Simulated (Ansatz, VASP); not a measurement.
## FeB4: VASP beside Ansatz

```
CELL_PARAMETERS angstrom
4.42889 0.00000 0.00000
0.00000 5.22760 0.00000
0.00000 0.00000 2.96323
ATOMIC_POSITIONS crystal
Fe 0.00000 0.00000 0.00000
Fe 0.50000 0.50000 0.50000
B 0.24956 0.31224 0.00000
B 0.75044 0.68776 0.00000
B 0.74956 0.18776 0.50000
B 0.25044 0.81224 0.50000
B 0.33712 0.12615 0.50000
B 0.66288 0.87385 0.50000
B 0.83712 0.37385 0.00000
B 0.16288 0.62615 0.00000
```

Alike in both runs: functional LDA; k mesh 4 × 4 × 6; occupations gaussian, width 0.1 eV; no spin polarisation.

Ansatz relaxed the structure, and its values are those at the end. VASP's run is a single point on that final structure, the one shown.

|  | VASP | Ansatz |
| --- | --- | --- |
| version | VASP 6.6.1 | Ansatz 0.2.0 |
| potentials or method | VASP PAW LDA potentials, release 64 (Fe_sv, B), cutoff 690 eV | scalar-relativistic, plane waves, PAW |
| valence electrons in the cell | 56 | 56 |

```tsv
	VASP	Ansatz	Ansatz less VASP
gap on the k mesh at the Fermi level (eV)	none	none	-
pressure (GPa)	-0.2	-0.1	+0.05
rms of the force components (eV/Å)	0.015	0.017	+0.0026
```

LDA's correlation is that of Perdew and Zunger in VASP and of Perdew and Wang (1992) in Ansatz. A gap of «none» marks a metal or a gap that the smearing closes.
